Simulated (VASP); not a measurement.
# BaB: single point with PBE

BaB:

```
Ba B
1.0
     0.00000    3.08279    3.08279
     3.08279    0.00000    3.08279
     3.08279    3.08279    0.00000
Ba B
1 1
Direct
  0.50000 0.50000 0.50000
  0.00000 0.00000 0.00000
```

```yaml
Program: VASP 6.6.1
Task: single point
Functional: PBE
Potentials_or_basis: VASP PAW PBE potentials, release 64 (Ba_sv, B)
Cutoff: 520 eV
k_mesh: 10 × 10 × 10
Occupations: gaussian, width 0.05 eV
Spin: non-collinear spin, zero start, spin-orbit coupling
Starting_moments: "[[0.0, 0.0, 0.0], [0.0, 0.0, 0.0]] μB"
Dipole_correction: no
Further_INCAR_settings: ALGO = Normal; EDIFF = 1e-06; NBANDS = 25
```

```
Pressure                                              : 0.5 GPa
Net moment                                            : 0.00 μB per cell
Valence electrons inside the program's atomic spheres : Ba 7.99; B 1.52
```

Moments on the atoms (μB; x, y, z):
```
Ba  0.00 0.00 0.00
B   0.00 0.00 0.00
```

Wall time 48 s on 1 thread of Intel(R) Xeon(R) 6975P-C (Granite Rapids), on a shared host, peak memory 0.35 GiB.
